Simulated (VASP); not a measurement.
# BeAl3 (I4/mmm) in VASP: settings compared

The runs below take BeAl3 through single point, with revPBE, BLYP, r2SCAN.

Program: VASP 6.6.1. These are calculated values, not measurements. Logs are shortened: lines on timing, memory, paths and dates and some standing lists are left out, and cuts for length are marked.

### Step 1. The cell of the first run

The structure is tetragonal, space group I4/mmm (No. 139). The conventional cell has a = 3.884 Å, b = 3.884 Å, c = 7.704 Å, α = 90.00°, β = 90.00°, γ = 90.00°. Within 3.6 Å of Al (site symmetry 4/mmm) lie 8 Al at 2.74 Å and 4 Be at 2.75 Å. Al (site symmetry -4m2) has 8 Al at 2.74 to 2.75 Å and 4 Be at 2.74 Å within 3.6 Å. Within 3.6 Å of Be (site symmetry 4/mmm) lie 12 Al at 2.74 to 2.75 Å.

### Step 2. Single point, revPBE

File INCAR:

```
  PREC = Accurate
  ENCUT = 520
  EDIFF = 1E-6
  ISMEAR = -1
  SIGMA = 0.05
  LREAL = False
  LASPH = True
  NELM = 100
  ALGO = Fast
  ISIF = 2
  LWAVE = False
  LCHARG = True
  GGA = RE
  LELF = True
  LVHAR = True
  NBANDS = 14
```

File KPOINTS:

```
Automatic mesh
0
Gamma
  6 6 6
```

File POSCAR:

```
BeAl3
1.0
   -1.9421910000      1.9421910000      3.8518930000
    1.9421910000     -1.9421910000      3.8518930000
    1.9421910000      1.9421910000     -3.8518930000
Al Be
3 1
Direct
    0.5000000000      0.5000000000      0.0000000000
    0.2500000000      0.7500000000      0.5000000000
    0.7500000000      0.2500000000      0.5000000000
    0.0000000000      0.0000000000      0.0000000000
```

Potentials or basis: VASP PAW PBE potentials, release 64 (Al, Be).

On the command line:

```console
$ cat potpaw_PBE.64/Al/POTCAR potpaw_PBE.64/Be/POTCAR > POTCAR
$ mpirun -np 1 vasp_std > vasp.out
```

OUTCAR:

```text
PREC = Accurate
   ENCUT = 520
   EDIFF = 1E-6
   ISMEAR = -1
   LREAL = False
   LASPH = True
   NELM = 100
   ISIF = 2
   GGA = RE

 ion  position               nearest neighbor table
   1  0.500  0.500  0.000-   2 2.74   3 2.74   2 2.74   3 2.74   2 2.74   3 2.74   2 2.74   3 2.74
                             4 2.75   4 2.75   4 2.75   4 2.75
   2  0.250  0.750  0.500-   4 2.74   1 2.74   1 2.74   4 2.74   1 2.74   4 2.74   4 2.74   1 2.74
                             3 2.75   3 2.75   3 2.75   3 2.75
   3  0.750  0.250  0.500-   1 2.74   4 2.74   1 2.74   4 2.74   1 2.74   4 2.74   1 2.74   4 2.74
                             2 2.75   2 2.75   2 2.75   2 2.75
   4  0.000  0.000  0.000-   3 2.74   2 2.74   2 2.74   3 2.74   2 2.74   3 2.74   3 2.74   2 2.74
                             1 2.75   1 2.75   1 2.75   1 2.75

  LATTYP: Found a body centered tetragonal cell.
 ALAT       =     3.8843820000
 C/A-ratio  =     1.9832719851

  Lattice vectors:

 A1 = (  -1.9421910000,   1.9421910000,   3.8518930000)
 A2 = (   1.9421910000,  -1.9421910000,   3.8518930000)
 A3 = (   1.9421910000,   1.9421910000,  -3.8518930000)

Analysis of symmetry for initial positions (statically):
=====================================================================
 Subroutine PRICEL returns:
 Original cell was already a primitive cell.

 Routine SETGRP: Setting up the symmetry group for a
 body centered tetragonal supercell.

 Subroutine GETGRP returns: Found 16 space group operations
 (whereof 16 operations were pure point group operations)
 out of a pool of 16 trial point group operations.

The static configuration has the point symmetry D_4h.

Analysis of symmetry for dynamics (positions and initial velocities):
=====================================================================
 Subroutine PRICEL returns:
 Original cell was already a primitive cell.

 Routine SETGRP: Setting up the symmetry group for a
 body centered tetragonal supercell.

 Subroutine GETGRP returns: Found 16 space group operations
 (whereof 16 operations were pure point group operations)
 out of a pool of 16 trial point group operations.

The dynamic configuration has the point symmetry D_4h.

 Subroutine INISYM returns: Found 16 space group operations
 (whereof 16 operations are pure point group operations),
 and found     1 'primitive' translations

----------------------------------------------------------------------------------------

                                     Primitive cell

  volume of cell :      58.1190

  direct lattice vectors                    reciprocal lattice vectors
[... 100 lines left out ...]
   TEBEG  =    0.0;   TEEND  =   0.0 temperature during run
   PSTRESS=    0.0 pullay stress
   NELECT =      11.0000    total number of electrons
   NUPDOWN=      -1.0000    fix difference up-down
   EMIN   =  10.00;   EMAX   =-10.00  energy-range for DOS
   EFERMI =   0.00;   METHOD = LEGACY
   ISMEAR =    -1;   SIGMA  =   0.05  broadening in eV -4-tet -1-fermi 0-gaus
   EFERMI_NEDOS =   21; number of points for ismear=-14 and -15
   IALGO  =     68    algorithm
   IMIX   =      4    mixing-type and parameters
     AMIX     =   0.40;   BMIX     =  1.00
     AMIX_MAG =   1.60;   BMIX_MAG =  1.00
  volume/ion in A,a.u.               =      14.53        98.05
  Fermi-wavevector in a.u.,A,eV,Ry     =   0.939939  1.776227 12.020549  0.883485
  Thomas-Fermi vector in A             =   2.067301
   LORBIT       =      0    0 simple, 1 ext, 2 COOP (PROOUT), +10 PAW based schemes
   GGA     = RE    functional components
   LHFCALC =     F    Hartree Fock is set to
   AEXX    =    0.0000 exact exchange contribution
   IVDW    =     0    specifies the selected vdW correction
   LEPSILON=     F    determine dielectric tensor
   LRPA    =     F    only Hartree local field effects (RPA)
 non-spin polarized calculation
 RMM-DIIS sequential band-by-band and
  energy-cutoff  :      520.00
  volume of cell :       58.12
 maximum number of plane-waves:      1578
   NGX = 17   NGY = 17   NGZ = 17

 number of electron      11.0000000 magnetization

 Free energy of the ion-electron system (eV)
  ---------------------------------------------------
  ext. energy  EPLUGINS =         0.00000000
  ---------------------------------------------------
  free energy    TOTEN  =       -13.58727408 eV

  energy without entropy =      -13.56813932  energy(sigma->0) =      -13.57770670

 E-fermi :   7.7393     XC(G=0): -10.1874

 val. band max:        7.7391588155   @ k =   0.3333   0.1667   0.0000
 cond. band min:       7.7427212042   @ k =   0.5000   0.3333   0.0000
 fundamental gap:      0.0035623887
 Fermi energy:         7.7393138813

 k-point     1 :       0.0000    0.0000    0.0000
  band No.  band energies     occupation
      1      -3.3292      2.00000
      2       5.2048      2.00000
      3       7.2365      1.99991
      4       7.3364      1.99937
      5       7.3364      1.99937
      6       7.4251      1.99628
      7       7.4251      1.99628
      8       8.0589      0.00335
      9       8.9121      0.00000
     10      10.1723      0.00000
     11      10.6709      0.00000
     12      14.0157      0.00000
     13      14.0157      0.00000
     14      14.2031      0.00000
[... 377 lines left out ...]
      1      -2.4746      2.00000
      2       2.2648      2.00000
      3       3.7095      2.00000
      4       5.9100      2.00000
      5       7.4772      1.98948
      6       8.7183      0.00000
      7       9.9555      0.00000
      8      10.4842      0.00000
      9      11.6031      0.00000
     10      11.9302      0.00000
     11      12.4915      0.00000
     12      13.5424      0.00000
     13      14.3208      0.00000
     14      16.3653      0.00000

 [... further k-points ...]
[... 5 lines left out ...]
  --------------------------------------------------------------------------------------
  -------------------------------------------------------------------------------------
  Total        1.0624136      1.0624136     -0.1613487      0.0000000     -0.0000000      0.0000000
  in kB       29.2877577     29.2877577     -4.4479313      0.0000000     -0.0000000      0.0000000
  external PRESSURE =      18.0425281 kB  Pullay stress =       0.0000000 kB

 VOLUME and BASIS-vectors are now :
 -----------------------------------------------------------------------------
  energy-cutoff  :      520.00
  volume of cell :       58.12
      direct lattice vectors                 reciprocal lattice vectors
    -1.942191000  1.942191000  3.851893000     0.000000000  0.257441209  0.129806306
     1.942191000 -1.942191000  3.851893000     0.257441209  0.000000000  0.129806306
     1.942191000  1.942191000 -3.851893000     0.257441209  0.257441209  0.000000000

 POSITION                                       TOTAL-FORCE (eV/Angst)
 -----------------------------------------------------------------------------------
      0.00000      0.00000      3.85189        -0.000000     -0.000000      0.000000
      1.94219      0.00000      1.92595        -0.000000      0.000000      0.000000
      0.00000      1.94219      1.92595         0.000000     -0.000000     -0.000000
      0.00000      0.00000      0.00000        -0.000000     -0.000000      0.000000
 -----------------------------------------------------------------------------------
    total drift:                               -0.000000     -0.000000     -0.000000

  FREE ENERGIE OF THE ION-ELECTRON SYSTEM (eV)
  ---------------------------------------------------
  free  energy   TOTEN  =       -13.5872740804 eV

  energy  without entropy=      -13.5681393235  energy(sigma->0) =      -13.57770670
```

stdout:

```text
POSCAR found type information on POSCAR AlBe
 POSCAR found :  2 types and       4 ions
 scaLAPACK will be used
 -----------------------------------------------------------------------------
|                                                                             |
|                                                                             |
|     You enforced a specific xc type in the INCAR file but a different       |
|     I HOPE YOU KNOW WHAT YOU ARE DOING!                                     |
|                                                                             |
 -----------------------------------------------------------------------------

 LDA part: xc-table for (Slater+PW92), standard interpolation
 POSCAR, INCAR and KPOINTS ok, starting setup
 FFT: planning ... GRIDC
 FFT: planning ... GRID_SOFT
 FFT: planning ... GRID
 WAVECAR not read
 entering main loop
```

Wall time 51 s (1 thread of AMD EPYC 7R43 (Zen 3), shared host); peak memory 0.16 GiB.

Results:

| Item | Value |
| --- | --- |
| Free energy | -13.5873 eV |
| Pressure | 1.8 GPa |

Stress tensor (GPa, compression positive):
```
 2.93  0.00  0.00
 0.00  2.93  0.00
 0.00  0.00 -0.44
```

Caveat: the k points lie up to 0.38 Å⁻¹ apart; the PAW data sets were made with another functional, which shifts forces and pressure a little.

### Step 3. Single point, BLYP

File INCAR:

```
SYSTEM = BeAl3
PREC = Accurate
ENCUT = 520
EDIFF = 1E-7
ISMEAR = -1
SIGMA = 0.05
LREAL = .FALSE.
LASPH = .TRUE.
NELM = 80
ALGO = Fast
ISIF = 2
LWAVE = .FALSE.
LCHARG = .FALSE.
GGA = B5
ALDAX = 1.0
AGGAX = 1.0
AGGAC = 1.0
ALDAC = 0.0
NBANDS = 14
```

File KPOINTS:

```
Automatic mesh
0
G
  6 6 6
  0 0 0
```

POSCAR is that of step 2.

Potentials or basis: VASP PAW PBE potentials, release 64 (Al, Be).

On the command line:

```console
$ cat potpaw_PBE.64/Al/POTCAR potpaw_PBE.64/Be/POTCAR > POTCAR
$ mpirun -np 1 vasp_std > vasp.out
```

Wall time 79 s (1 thread of AMD EPYC 7R43 (Zen 3), shared host); peak memory 0.17 GiB.

It converged, with:

```yaml
Free_energy: -10.5079 eV
Pressure: 3.2 GPa
```

Stress tensor (GPa, compression positive):
```
4.37 0.00 0.00
0.00 4.37 0.00
0.00 0.00 0.91
```

Levels at points of the mesh, in eV from the Fermi level:
```csv
k point,band 1,band 2,band 3,band 4,band 5,band 6,band 7,band 8,band 9,band 10
"(0.00, 0.00, 0.00)",-11.03,-2.55,-0.44,-0.42,-0.42,-0.33,-0.33,0.49,1.37,2.17
"(0.50, 0.00, 0.00)",-8.37,-7.80,-3.50,-3.31,0.03,0.30,1.77,2.59,4.20,5.30
"(0.50, 0.50, 0.00)",-6.50,-6.30,-4.50,-4.19,-3.96,-3.13,1.62,2.33,3.63,4.33
"(0.50, 0.50, 0.50)",-8.99,-8.26,-2.66,-2.66,-0.65,-0.59,5.68,6.13,6.13,6.49
```

Caveat: the k points lie up to 0.38 Å⁻¹ apart; the PAW data sets were made with another functional, which shifts forces and pressure a little.

### Step 4. Single point, r2SCAN

POSCAR is that of step 3.

File INCAR.step1:

```
PREC = Accurate
ENCUT = 520
ISMEAR = -1
SIGMA = 0.05
LREAL = False
LASPH = True
NELM = 80
NBANDS = 14
GGA = PE
ALGO = Normal
EDIFF = 1E-4
LWAVE = True
LCHARG = False
```

File INCAR.step2:

```
PREC = Accurate
ENCUT = 520
EDIFF = 1E-7
ISMEAR = -1
SIGMA = 0.05
LREAL = False
LASPH = True
NELM = 80
ALGO = Normal
ISIF = 2
LWAVE = False
LCHARG = False
METAGGA = R2SCAN
LMIXTAU = True
NBANDS = 14
ISTART = 1
```

File KPOINTS:

```
Automatic mesh
0
Gamma
  6 6 6
```

On the command line:

```console
$ cat potpaw_PBE.64/Al/POTCAR potpaw_PBE.64/Be/POTCAR > POTCAR
$ cp INCAR.step1 INCAR
$ mpirun -np 1 vasp_std > vasp.out
$ cp INCAR.step2 INCAR
$ mpirun -np 1 vasp_std > vasp.out
```

It took 3.9 min on 1 thread of AMD EPYC 7R43 (Zen 3), shared host; peak memory 0.17 GiB.

The run converged. Its results:

| Quantity | Value |
| --- | --- |
| Free energy | -23.9186 eV |
| Pressure | -1.8 GPa |

Stress tensor (GPa, compression positive):
```
-0.66  0.00  0.00
 0.00 -0.66  0.00
 0.00  0.00 -4.08
```

Levels at points of the mesh, in eV from the Fermi level:
```csv
k point,band 2,band 3,band 4,band 5,band 6,band 7,band 8,band 9
"(0.00, 0.00, 0.00)",-2.71,-0.53,-0.44,-0.44,-0.36,-0.36,0.24,1.13
"(0.50, 0.00, 0.00)",-8.38,-3.75,-3.61,0.05,0.30,1.94,2.77,4.53
"(0.50, 0.50, 0.00)",-6.75,-4.96,-4.64,-3.99,-3.29,1.76,2.47,3.99
"(0.50, 0.50, 0.50)",-8.87,-2.84,-2.84,-0.78,-0.67,6.32,6.77,6.77
```

Caveat: the k points lie up to 0.38 Å⁻¹ apart; the PAW data sets were made with another functional, which shifts forces and pressure a little.

### Step 5. Summary

| level | gap on the mesh (eV) | pressure (GPa) |
| --- | --- | --- |
| revPBE | none | 1.8 |
| BLYP | none | 3.2 |
| r2SCAN | none | -1.8 |

Alike in all rows: task single point; potentials or basis VASP PAW PBE potentials, release 64 (Al, Be); no spin polarisation; cell as given; k mesh 6 × 6 × 6; cutoff (eV) 520; smearing fermi-dirac 0.05 eV.

Caveats: all runs use coarse meshes; the PAW data sets were made with another functional, which shifts forces and pressure a little.

Absolute energies hang on the potentials; compare differences alone.
